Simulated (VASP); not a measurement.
## ScAl2: single point with PBEsol

ScAl2:

```
Sc Al
1.0
     0.00000    3.77765    3.77765
     3.77765    0.00000    3.77765
     3.77765    3.77765    0.00000
Sc Al
2 4
Direct
  0.50000 0.50000 0.50000
  0.75000 0.75000 0.75000
  0.12500 0.12500 0.12500
  0.62500 0.12500 0.12500
  0.12500 0.62500 0.12500
  0.12500 0.12500 0.62500
```

```
Program                : VASP 6.6.1
Task                   : single point
Functional             : PBEsol
Potentials or basis    : VASP PAW PBE potentials, release 64 (Sc_sv, Al)
Cutoff                 : 520 eV
k mesh                 : 8 × 8 × 8
Occupations            : gaussian, width 0.1 eV
Spin                   : no spin polarisation
Dipole correction      : no
Further INCAR settings : ALGO = Normal; EDIFF = 1e-06; NBANDS = 26
```

- Pressure: -0.9 GPa
- Band gap on the k mesh: zero (band 17 reaches 7.11 eV, above the bottom of band 18 at 4.75 eV)

Levels at points of the mesh, in eV from the Fermi level:
```tsv
k point	band 13	band 14	band 15	band 16	band 17	band 18	band 19	band 20	band 21	band 22
(0.00, 0.00, 0.00)	-2.50	-2.41	-2.41	-2.41	-1.69	-1.69	0.34	2.13	2.13	2.13
(0.50, 0.00, 0.00)	-3.61	-1.85	-1.85	-0.35	-0.13	-0.13	1.67	1.67	1.95	2.61
(0.50, 0.50, 0.00)	-3.54	-3.54	0.27	0.27	0.67	0.67	0.83	0.83	1.06	1.06
```

It took 110 s on 1 thread of AMD EPYC 7R43 64-Core Processor (Zen 3), with other jobs on the host, peak memory 0.23 GiB.

Caveat: the PAW data sets were made with another functional, which shifts forces and pressure a little.
